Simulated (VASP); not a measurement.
# IrO2 (P4_2/mnm) in VASP: a series of runs

Runs on IrO2. Level: PBE. Tasks: single point.

Everything below comes from runs of VASP 6.6.1. Logs are shortened: lines on timing, memory, paths and dates and some standing lists are left out, and cuts for length are marked.

## 1. The cell of the first run

The structure is tetragonal, space group P4_2/mnm (No. 136). The conventional cell has a = 4.587 Å, b = 4.587 Å, c = 3.208 Å, α = 90.00°, β = 90.00°, γ = 90.00°. Ir (site symmetry mmm) has 6 O at 2.00 to 2.03 Å within 2.7 Å. Within 2.7 Å of O (site symmetry m2m) lie 3 Ir at 2.00 to 2.03 Å and 1 O at 2.48 Å.

## 2. Single point, PBE, collinear spin (11.25 Å³/atom)

File INCAR:

```
ALGO = Normal ; EDIFF = 1E-6
ENCUT = 600 ; GGA = PE
GGA_COMPAT = False ; ISIF = 2
ISMEAR = -1 ; ISPIN = 2
KPAR = 4 ; LASPH = True
LCHARG = False ; LMAXMIX = 4
LORBIT = 11 ; LREAL = False
LWAVE = False ; MAGMOM = 1 1 0 0 0 0
NBANDS = 34 ; NELM = 200
PREC = Accurate ; SIGMA = 0.05
```

File KPOINTS:

```
k-points
0
Gamma
  10 10 15
```

File POSCAR:

```
IrO2
1.0
    4.5872380881      0.0000000000      0.0000000000
    0.0000000000      4.5872380881      0.0000000000
    0.0000000000      0.0000000000      3.2077019393
Ir O
2 4
Direct
    0.0000000000      0.0000000000      0.0000000000
    0.5000000000      0.5000000000      0.5000000000
    0.3084896957      0.3084896957      0.0000000000
    0.1915103043      0.8084896957      0.5000000000
    0.6915103043      0.6915103043      0.0000000000
    0.8084896957      0.1915103043      0.5000000000
```

Potentials or basis: VASP PAW PBE potentials, release 64 (Ir, O).

On the command line:

```
> cat potpaw_PBE.64/Ir/POTCAR potpaw_PBE.64/O/POTCAR > POTCAR
> mpirun -np 4 vasp_std > vasp.out
```

OUTCAR:

```text
EDIFF = 1E-6
   ENCUT = 600
   GGA = PE
   ISIF = 2
   ISMEAR = -1
   ISPIN = 2
   LASPH = True
   LORBIT = 11
   LREAL = False
   NELM = 200
   PREC = Accurate

 ion  position               nearest neighbor table
   1  0.000  0.000  0.000-   3 2.00   5 2.00   4 2.03   6 2.03   4 2.03   6 2.03
   2  0.500  0.500  0.500-   4 2.00   6 2.00   5 2.03   3 2.03   3 2.03   5 2.03
   3  0.308  0.308  0.000-   1 2.00   2 2.03   2 2.03
   4  0.192  0.808  0.500-   2 2.00   1 2.03   1 2.03
   5  0.692  0.692  0.000-   1 2.00   2 2.03   2 2.03
   6  0.808  0.192  0.500-   2 2.00   1 2.03   1 2.03

  LATTYP: Found a simple tetragonal cell.
 ALAT       =     4.5872380881
 C/A-ratio  =     0.6992665037

  Lattice vectors:

 A1 = (   4.5872380881,   0.0000000000,   0.0000000000)
 A2 = (   0.0000000000,   4.5872380881,   0.0000000000)
 A3 = (   0.0000000000,   0.0000000000,   3.2077019393)

Analysis of symmetry for initial positions (statically):
=====================================================================
 Subroutine PRICEL returns:
 Original cell was already a primitive cell.

 Routine SETGRP: Setting up the symmetry group for a
 simple tetragonal supercell.

 Subroutine GETGRP returns: Found 16 space group operations
 (whereof  8 operations were pure point group operations)
 out of a pool of 16 trial point group operations.

The static configuration has the point symmetry D_2h.
 The point group associated with its full space group is D_4h.

Analysis of symmetry for dynamics (positions and initial velocities):
=====================================================================
 Subroutine PRICEL returns:
 Original cell was already a primitive cell.

 Routine SETGRP: Setting up the symmetry group for a
 simple tetragonal supercell.

 Subroutine GETGRP returns: Found 16 space group operations
 (whereof  8 operations were pure point group operations)
 out of a pool of 16 trial point group operations.

The dynamic configuration has the point symmetry D_2h.
 The point group associated with its full space group is D_4h.

Analysis of structural, dynamic, and magnetic symmetry:
=====================================================================
 Subroutine PRICEL returns:
 Original cell was already a primitive cell.

 Routine SETGRP: Setting up the symmetry group for a
 simple tetragonal supercell.

 Subroutine GETGRP returns: Found 16 space group operations
 (whereof  8 operations were pure point group operations)
 out of a pool of 16 trial point group operations.

The overall configuration has the point symmetry D_2h.
 The point group associated with its full space group is D_4h.

 Subroutine INISYM returns: Found 16 space group operations
 (whereof  8 operations are pure point group operations),
 and found     1 'primitive' translations

----------------------------------------------------------------------------------------

                                     Primitive cell

  volume of cell :      67.4989

  direct lattice vectors                    reciprocal lattice vectors
     4.587238088  0.000000000  0.000000000     0.217996097  0.000000000  0.000000000
     0.000000000  4.587238088  0.000000000     0.000000000  0.217996097  0.000000000
     0.000000000  0.000000000  3.207701939     0.000000000  0.000000000  0.311749663

  length of vectors
     4.587238088  4.587238088  3.207701939     0.217996097  0.217996097  0.311749663

  position of ions in fractional coordinates (direct lattice)
     0.000000000  0.000000000  0.000000000
     0.500000000  0.500000000  0.500000000
     0.308489696  0.308489696  0.000000000
     0.191510304  0.808489696  0.500000000
     0.691510304  0.691510304  0.000000000
     0.808489696  0.191510304  0.500000000

  ion indices of the primitive-cell ions
   primitive index   ion index
                 1           1
                 2           2
[... 33 lines left out ...]
  0.000000  0.000000  0.000000      1.000000
  0.100000  0.000000  0.000000      4.000000
  0.200000  0.000000  0.000000      4.000000
  0.300000  0.000000  0.000000      4.000000
  0.400000  0.000000  0.000000      4.000000
  0.500000  0.000000  0.000000      2.000000
[... 16 lines left out ...]
  0.100000  0.000000  0.066667      8.000000
  0.200000  0.000000  0.066667      8.000000
 [... further k-points ...]
   k-points           NKPTS =    168   k-points in BZ     NKDIM =    168   number of bands    NBANDS=     34
   number of dos      NEDOS =    301   number of ions     NIONS =      6
   total plane-waves  NPLWV =  44800
   dimension x,y,z NGX =    40 NGY =   40 NGZ =   28
   dimension x,y,z NGXF=    80 NGYF=   80 NGZF=   56
   ions per type =               2   4
   NGX,Y,Z   is equivalent  to a cutoff of  14.50, 14.50, 14.51 a.u.
   NGXF,Y,Z  is equivalent  to a cutoff of  28.99, 28.99, 29.02 a.u.
 SYSTEM =  unknown system
   PREC   = accura    normal or accurate (medium, high low for compatibility)
   ISTART =      0    job   : 0-new  1-cont  2-samecut
   ICHARG =      2    charge: 1-file 2-atom 10-const
   ISPIN  =      2    spin polarized calculation?
   LNONCOLLINEAR =      F non collinear calculations
   LSORBIT =      F    spin-orbit coupling
   LASPH  =      T    aspherical Exc in radial PAW
   ENCUT  =  600.0 eV  44.10 Ry    6.64 a.u.   9.16  9.16  6.41*2*pi/ulx,y,z
   NELM   =    200;   NELMIN=  2; NELMDL= -5     # of ELM steps
   EDIFF  = 0.1E-05   stopping-criterion for ELM
   LREAL  =      F    real-space projection
   EDIFFG = 0.1E-04   stopping-criterion for IOM
   NSW    =      0    number of steps for IOM
   IBRION =     -1    ionic relax: 0-MD 1-quasi-New 2-CG
   NFREE  =      0    steps in history (QN), initial steepest desc. (CG)
   ISIF   =      2    stress and relaxation
   ISYM   =      2    0-nonsym 1-usesym 2-fastsym
   POTIM  = 0.5000    time-step for ionic-motion
   TEBEG  =    0.0;   TEEND  =   0.0 temperature during run
   PSTRESS=    0.0 pullay stress
   NELECT =      42.0000    total number of electrons
   NUPDOWN=      -1.0000    fix difference up-down
   EMIN   =  10.00;   EMAX   =-10.00  energy-range for DOS
   EFERMI =   0.00;   METHOD = LEGACY
   ISMEAR =    -1;   SIGMA  =   0.05  broadening in eV -4-tet -1-fermi 0-gaus
   EFERMI_NEDOS =   21; number of points for ismear=-14 and -15
   IALGO  =     38    algorithm
   IMIX   =      4    mixing-type and parameters
     AMIX     =   0.40;   BMIX     =  1.00
     AMIX_MAG =   1.60;   BMIX_MAG =  1.00
  volume/ion in A,a.u.               =      11.25        75.92
  Fermi-wavevector in a.u.,A,eV,Ry     =   1.397631  2.641139 26.577230  1.953371
  Thomas-Fermi vector in A             =   2.520868
   LORBIT       =     11    0 simple, 1 ext, 2 COOP (PROOUT), +10 PAW based schemes
   GGA     = PE    functional components
   LHFCALC =     F    Hartree Fock is set to
   AEXX    =    0.0000 exact exchange contribution
   IVDW    =     0    specifies the selected vdW correction
   LEPSILON=     F    determine dielectric tensor
   LRPA    =     F    only Hartree local field effects (RPA)
 spin polarized calculation
  energy-cutoff  :      600.00
  volume of cell :       67.50
 maximum number of plane-waves:      2280
 NGX is ok and might be reduce to    40
   NGX = 19   NGY = 19   NGZ = 13

 number of electron      42.0000002 magnetization      -0.0262153

 number of electron      42.0000002 magnetization       0.0008143

 Free energy of the ion-electron system (eV)
  ---------------------------------------------------
  ext. energy  EPLUGINS =         0.00000000
  ---------------------------------------------------
  free energy    TOTEN  =       -42.25336636 eV

  energy without entropy =      -42.22692331  energy(sigma->0) =      -42.24014484

 E-fermi :   5.4290     XC(G=0): -11.7040

 val. band max:        5.4157612084   @ k =   0.4000   0.2000   0.2000
 cond. band min:       5.4304130940   @ k =   0.4000   0.2000   0.2667
 fundamental gap:      0.0146518857
 Fermi energy:         5.4289986062

 spin component 1

 k-point     1 :       0.0000    0.0000    0.0000
  band No.  band energies     occupation
      1     -15.2587      1.00000
      2     -14.1423      1.00000
      3     -13.2239      1.00000
      4     -13.2239      1.00000
      5      -3.8532      1.00000
      6      -3.5834      1.00000
[... 853 lines left out ...]
     32      18.4395      0.00000
     33      19.8392      0.00000

 [... further k-points ...]

 spin component 2

 k-point     1 :       0.0000    0.0000    0.0000
  band No.  band energies     occupation
      1     -15.2586      1.00000
      2     -14.1422      1.00000
      3     -13.2238      1.00000
      4     -13.2238      1.00000
      5      -3.8532      1.00000
      6      -3.5834      1.00000
[... 853 lines left out ...]
     32      18.4396      0.00000
     33      19.8393      0.00000

 [... further k-points ...]

 [bands above 33 left out]

------------------------ aborting loop because EDIFF is reached ----------------------------------------

  FORCE on cell =-STRESS in cart. coord.  units (eV):
  Direction    XX          YY          ZZ          XY          YZ          ZX
  --------------------------------------------------------------------------------------
  -------------------------------------------------------------------------------------
  Total       -2.7601112     -2.7601112     -2.9938780     -0.0000000      0.0000000      0.0000000
  in kB      -65.5149769    -65.5149769    -71.0637474     -0.0000000      0.0000000      0.0000000
  external PRESSURE =     -67.3645670 kB  Pullay stress =       0.0000000 kB

 VOLUME and BASIS-vectors are now :
 -----------------------------------------------------------------------------
  energy-cutoff  :      600.00
  volume of cell :       67.50
      direct lattice vectors                 reciprocal lattice vectors
     4.587238088  0.000000000  0.000000000     0.217996097  0.000000000  0.000000000
     0.000000000  4.587238088  0.000000000     0.000000000  0.217996097  0.000000000
     0.000000000  0.000000000  3.207701939     0.000000000  0.000000000  0.311749663

 POSITION                                       TOTAL-FORCE (eV/Angst)
 -----------------------------------------------------------------------------------
      0.00000      0.00000      0.00000        -0.000000      0.000000      0.000000
      2.29362      2.29362      1.60385        -0.000000      0.000000      0.000000
      1.41512      1.41512      0.00000        -0.005233     -0.005233      0.000000
      0.87850      3.70873      1.60385         0.005233     -0.005233      0.000000
      3.17212      3.17212      0.00000         0.005233      0.005233     -0.000000
      3.70873      0.87850      1.60385        -0.005233      0.005233      0.000000
 -----------------------------------------------------------------------------------
    total drift:                                0.000000     -0.000000     -0.000000

  FREE ENERGIE OF THE ION-ELECTRON SYSTEM (eV)
  ---------------------------------------------------
  free  energy   TOTEN  =       -42.2533663598 eV

  energy  without entropy=      -42.2269233137  energy(sigma->0) =      -42.24014484

 total charge

# of ion       s       p       d       tot
------------------------------------------
    1        0.591   0.752   6.802   8.145
    2        0.591   0.752   6.802   8.145
    3        1.550   3.422   0.000   4.972
    4        1.550   3.422   0.000   4.972
    5        1.550   3.422   0.000   4.972
    6        1.550   3.422   0.000   4.972
--------------------------------------------------
tot          7.383  15.192  13.603  36.178

 magnetization (x)

# of ion       s       p       d       tot
------------------------------------------
    1        0.000   0.000   0.000   0.000
    2        0.000   0.000   0.000   0.000
    3        0.000   0.000   0.000   0.000
    4        0.000   0.000   0.000   0.000
    5        0.000   0.000   0.000   0.000
    6        0.000   0.000   0.000   0.000
--------------------------------------------------
tot          0.000   0.000   0.000   0.000
```

It took 2.6 min on 4 MPI ranks of Intel Xeon Platinum 8488C (Sapphire Rapids), shared host; peak memory 0.71 GiB.

What came out:

```yaml
Free_energy: -42.2534 eV
Pressure: -6.7 GPa
Largest_force: 0.007 eV/Å
Band_gap_on_the_k_mesh: zero (filled and empty bands overlap)
Net_moment: 0.00 μB per cell
Valence_electrons_inside_the_program's_atomic_spheres: Ir 8.14; O 4.97
```

Forces in eV/Å, atoms in the order of the input:
```
Ir   0.000  0.000  0.000
Ir   0.000  0.000  0.000
O   -0.005 -0.005  0.000
O    0.005 -0.005  0.000
O    0.005  0.005  0.000
O   -0.005  0.005  0.000
```

Levels at points of the mesh, in eV from the Fermi level:
Spin up:
```
           k point  band 17  band 18  band 19  band 20  band 21  band 22  band 23  band 24  band 25  band 26
(0.00, 0.00, 0.00)    -2.28    -2.28    -2.24    -2.08    -2.06     0.52     1.12     3.88     3.88     3.90
(0.50, 0.00, 0.00)    -1.57    -1.57    -1.25    -1.25    -0.27    -0.27     3.28     3.28     3.37     3.37
(0.50, 0.50, 0.00)    -2.36    -2.36    -2.24    -2.24     0.19     0.19     2.16     2.16     3.87     3.87
```
Spin down:
| k point | band 19 | band 20 | band 21 | band 22 | band 23 | band 24 |
| --- | --- | --- | --- | --- | --- | --- |
| (0.00, 0.00, 0.00) | -2.24 | -2.08 | -2.06 | 0.52 | 1.12 | 3.88 |
| (0.50, 0.00, 0.00) | -1.25 | -1.25 | -0.27 | -0.27 | 3.28 | 3.28 |
| (0.50, 0.50, 0.00) | -2.24 | -2.24 | 0.19 | 0.19 | 2.16 | 2.16 |

Caveat: the cell stands under tension; spin-orbit coupling is left out, which moves the levels of the heavy elements.

## 3. Single point, PBE, collinear spin

This run uses another cell than the first one, of 10.61 Å³/atom.

File INCAR:

```
SYSTEM = IrO2
ALGO = Normal
EDIFF = 1E-6
ENCUT = 600
GGA = PE
GGA_COMPAT = .False.
ISIF = 2
ISMEAR = -1
ISPIN = 2
KPAR = 4
LASPH = .True.
LCHARG = .False.
LMAXMIX = 4
LORBIT = 11
LREAL = .False.
LWAVE = .False.
MAGMOM = 1 1 0 0 0 0
NBANDS = 34
NELM = 200
PREC = Accurate
SIGMA = 0.05
```

File KPOINTS:

```
k-points
0
Gamma
  10 10 15
  0 0 0
```

File POSCAR:

```
IrO2
1.0
    4.4990000000      0.0000000000      0.0000000000
    0.0000000000      4.4990000000      0.0000000000
    0.0000000000      0.0000000000      3.1460000000
Ir O
2 4
Direct
    0.0000000000      0.0000000000      0.0000000000
    0.5000000000      0.5000000000      0.5000000000
    0.3079224718      0.3079224718      0.0000000000
    0.1920775282      0.8079224718      0.5000000000
    0.6920775282      0.6920775282      0.0000000000
    0.8079224718      0.1920775282      0.5000000000
```

Potentials or basis: VASP PAW PBE potentials, release 64 (Ir, O).

On the command line:

```
> cat potpaw_PBE.64/Ir/POTCAR potpaw_PBE.64/O/POTCAR > POTCAR
> mpirun -np 4 vasp_std > vasp.out
```

OUTCAR:

```text
SYSTEM = IrO2
   EDIFF = 1E-6
   ENCUT = 600
   GGA = PE
   ISIF = 2
   ISMEAR = -1
   ISPIN = 2
   LASPH = .True.
   LORBIT = 11
   LREAL = .False.
   NELM = 200
   PREC = Accurate

 ion  position               nearest neighbor table
   1  0.000  0.000  0.000-   3 1.96   5 1.96   4 1.99   6 1.99   4 1.99   6 1.99
   2  0.500  0.500  0.500-   4 1.96   6 1.96   5 1.99   3 1.99   3 1.99   5 1.99
   3  0.308  0.308  0.000-   1 1.96   2 1.99   2 1.99
   4  0.192  0.808  0.500-   2 1.96   1 1.99   1 1.99
   5  0.692  0.692  0.000-   1 1.96   2 1.99   2 1.99
   6  0.808  0.192  0.500-   2 1.96   1 1.99   1 1.99

  LATTYP: Found a simple tetragonal cell.
 ALAT       =     4.4990000000
 C/A-ratio  =     0.6992665037

  Lattice vectors:

 A1 = (   4.4990000000,   0.0000000000,   0.0000000000)
 A2 = (   0.0000000000,   4.4990000000,   0.0000000000)
 A3 = (   0.0000000000,   0.0000000000,   3.1460000000)

Analysis of symmetry for initial positions (statically):
=====================================================================
 Subroutine PRICEL returns:
 Original cell was already a primitive cell.

 Routine SETGRP: Setting up the symmetry group for a
 simple tetragonal supercell.
[... 1945 lines left out ...]
  Total        3.2727932      3.2727932      4.9687378     -0.0000000      0.0000000      0.0000000
  in kB       82.3452278     82.3452278    125.0161030     -0.0000000      0.0000000      0.0000000
  external PRESSURE =      96.5688529 kB  Pullay stress =       0.0000000 kB

 VOLUME and BASIS-vectors are now :
 -----------------------------------------------------------------------------
  energy-cutoff  :      600.00
  volume of cell :       63.68
      direct lattice vectors                 reciprocal lattice vectors
     4.499000000  0.000000000  0.000000000     0.222271616  0.000000000  0.000000000
     0.000000000  4.499000000  0.000000000     0.000000000  0.222271616  0.000000000
     0.000000000  0.000000000  3.146000000     0.000000000  0.000000000  0.317863954

 POSITION                                       TOTAL-FORCE (eV/Angst)
 -----------------------------------------------------------------------------------
      0.00000      0.00000      0.00000         0.000000     -0.000000     -0.000000
      2.24950      2.24950      1.57300         0.000000     -0.000000     -0.000000
      1.38534      1.38534      0.00000        -0.003795     -0.003795     -0.000000
      0.86416      3.63484      1.57300         0.003795     -0.003795     -0.000000
      3.11366      3.11366      0.00000         0.003795      0.003795      0.000000
      3.63484      0.86416      1.57300        -0.003795      0.003795      0.000000
 -----------------------------------------------------------------------------------
    total drift:                                0.000000      0.000000      0.000000

  FREE ENERGIE OF THE ION-ELECTRON SYSTEM (eV)
  ---------------------------------------------------
  free  energy   TOTEN  =       -42.2200164167 eV

  energy  without entropy=      -42.1959283988  energy(sigma->0) =      -42.20797241

 total charge

# of ion       s       p       d       tot
------------------------------------------
    1        0.629   0.844   6.896   8.369
    2        0.629   0.844   6.896   8.369
    3        1.550   3.465   0.000   5.016
    4        1.550   3.465   0.000   5.016
    5        1.550   3.465   0.000   5.016
    6        1.550   3.465   0.000   5.016
--------------------------------------------------
tot          7.460  15.549  13.792  36.801

 magnetization (x)

# of ion       s       p       d       tot
------------------------------------------
    1        0.000   0.000   0.000   0.000
    2        0.000   0.000   0.000   0.000
    3        0.000   0.000   0.000   0.000
    4        0.000   0.000   0.000   0.000
    5        0.000   0.000   0.000   0.000
    6        0.000   0.000   0.000   0.000
--------------------------------------------------
tot          0.000   0.000   0.000   0.000
```

Wall time 4.1 min (4 MPI ranks of Intel Xeon Platinum 8488C (Sapphire Rapids), shared host); peak memory 0.67 GiB.

Results:

| Item | Value |
| --- | --- |
| Free energy | -42.2200 eV |
| Pressure | 9.7 GPa |
| Largest force | 0.005 eV/Å |
| Band gap on the k mesh | zero (filled and empty bands overlap) |
| Net moment | 0.00 μB per cell |
| Valence electrons inside the program's atomic spheres | Ir 8.37; O 5.02 |

Forces in eV/Å, atoms in the order of the input:
```
Ir   0.000  0.000  0.000
Ir   0.000  0.000  0.000
O   -0.004 -0.004  0.000
O    0.004 -0.004  0.000
O    0.004  0.004  0.000
O   -0.004  0.004  0.000
```

Stress tensor (GPa, compression positive):
```
 8.23  0.00  0.00
 0.00  8.23  0.00
 0.00  0.00 12.50
```

Caveat: the cell stands under pressure; spin-orbit coupling is left out, which moves the levels of the heavy elements.
